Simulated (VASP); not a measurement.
## TaC: single point with PBE

TaC:

```xyz
2
Lattice="0.0000 2.2376 2.2376 2.2376 0.0000 2.2376 2.2376 2.2376 0.0000" Properties=species:S:1:pos:R:3 pbc="T T T"
Ta    0.0000    0.0000    0.0000
C     2.2376    2.2376    2.2376
```

- Program: VASP 6.6.1
- Task: single point
- Functional: PBE
- Potentials or basis: VASP PAW PBE potentials, release 64 (Ta_pv, C)
- Cutoff: 600 eV
- k mesh: 16 × 16 × 16
- Occupations: gaussian, width 0.1 eV
- Spin: no spin polarisation

The pressure is 0.6 GPa and the band gap on the k mesh is zero (an odd number of electrons rules out a gap without spin polarisation).

Levels at points of the mesh, in eV from the Fermi level:
| k point | band 4 | band 5 | band 6 | band 7 | band 8 | band 9 | band 10 | band 11 | band 12 | band 13 |
| --- | --- | --- | --- | --- | --- | --- | --- | --- | --- | --- |
| (0.00, 0.00, 0.00) | -14.70 | -1.29 | -1.29 | -1.29 | -0.45 | -0.45 | -0.45 | 0.66 | 0.66 | 6.44 |
| (0.50, 0.00, 0.00) | -10.35 | -8.63 | -5.39 | -5.39 | 2.69 | 2.69 | 3.65 | 5.37 | 9.81 | 9.81 |
| (0.50, 0.50, 0.00) | -12.61 | -4.60 | -4.45 | -1.75 | -1.75 | 2.58 | 4.03 | 4.03 | 6.75 | 7.96 |

Run time: 54 s on 1 thread of AMD EPYC 7R43 64-Core Processor (Zen 3), with other jobs on the host, peak memory 0.17 GiB.

Caveat: spin-orbit coupling is left out, which moves the levels of the heavy elements.
